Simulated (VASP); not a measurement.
Write the native input for VASP 6.6.1 that does the following.

* Task: single point
* Functional: PBE
* Potentials or basis: VASP PAW PBE potentials, release 64 (Ti_sv, Al)
* Cutoff: 520 eV
* k mesh: 16 × 16 × 16
* Occupations: gaussian, width 0.15 eV
* Spin: no spin polarisation
* Dipole correction: no
* Further INCAR settings: ALGO = Fast; EDIFF = 1e-07; NBANDS = 14

The structure of TiAl lies in POSCAR:

```
TiAl
1.0
    3.1790640000      0.0000000000      0.0000000000
    0.0000000000      3.1790640000      0.0000000000
    0.0000000000      0.0000000000      3.4333891200
Ti Al
1 1
Direct
    0.0000000000      0.0000000000      0.0000000000
    0.5000000000      0.5000000000      0.5000000000
```

This cell differs from its parent crystal: strain +0.000 along x and y, +0.080 along z.

One way to write it, as run:

INCAR

```
SYSTEM = TiAl
PREC = Accurate
ENCUT = 520
EDIFF = 1E-7
ISMEAR = 0
SIGMA = 0.15
LREAL = .False.
LASPH = .True.
NELM = 60
ALGO = Fast
ISIF = 2
LWAVE = .False.
LCHARG = .False.
GGA = PE
NBANDS = 14
```

KPOINTS

```
Automatic mesh
0
Gamma
  16 16 16
  0 0 0
```

Potentials or basis: VASP PAW PBE potentials, release 64 (Ti_sv, Al).

Run with:

```sh
$ cat potpaw_PBE.64/Ti_sv/POTCAR potpaw_PBE.64/Al/POTCAR > POTCAR
$ mpirun -np 1 vasp_std > vasp.out
```

Results of the run:

```
Pressure : -6.7 GPa
```

Caveat: the cell differs from its parent crystal (strain +0.000 along x and y, +0.080 along z).

Run time: 4.8 min on 1 thread of AMD EPYC 7R13 Processor (Zen 3), on a shared host, peak memory 0.28 GiB.
